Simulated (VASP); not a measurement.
Set up this calculation in VASP 6.6.1, as the native input.

| Item | Value |
| --- | --- |
| Task | single point |
| Functional | PBE |
| Potentials or basis | VASP PAW PBE potentials, release 64 (Zn, Ge_d, N) |
| Cutoff | 520 eV |
| k mesh | 10 × 10 × 10 |
| Occupations | gaussian, width 0.1 eV |
| Spin | no spin polarisation |
| Dipole correction | no |
| Further INCAR settings | ALGO = Normal; EDIFF = 1e-06; NBANDS = 36 |

The structure of Zn3GeN lies in POSCAR:

```
Zn3GeN
1.0
    4.1893774930      0.0000000000      0.0000000000
    0.0000000000      4.1893774930      0.0000000000
    0.0000000000      0.0000000000      4.1893774930
Zn Ge N
3 1 1
Direct
    0.5000000000      0.5000000000      0.0000000000
    0.5000000000      0.0000000000      0.5000000000
    0.0000000000      0.5000000000      0.5000000000
    0.0000000000      0.0000000000      0.0000000000
    0.5000000000      0.5000000000      0.5000000000
```

The cell was generated, and may not be a known phase.

The input as run:

INCAR

```
PREC = Accurate
ENCUT = 520
EDIFF = 1E-6
ISMEAR = 0
SIGMA = 0.1
LREAL = False
LASPH = True
NELM = 60
ALGO = Normal
ISIF = 2
LWAVE = False
LCHARG = False
GGA = PE
NBANDS = 36
```

KPOINTS

```
Automatic mesh
0
Gamma
  10 10 10
```

Potentials or basis: VASP PAW PBE potentials, release 64 (Zn, Ge_d, N).

Run with:

```bash
$ cat potpaw_PBE.64/Zn/POTCAR potpaw_PBE.64/Ge_d/POTCAR potpaw_PBE.64/N/POTCAR > POTCAR
$ mpirun -np 1 vasp_std > vasp.out
```

It gave:

- Pressure: 0.4 GPa
- Band gap on the k mesh: zero (an odd number of electrons rules out a gap without spin polarisation)

It took 43 s on 1 thread of Intel(R) Xeon(R) 6975P-C (Granite Rapids), with other jobs on the host, peak memory 0.26 GiB.
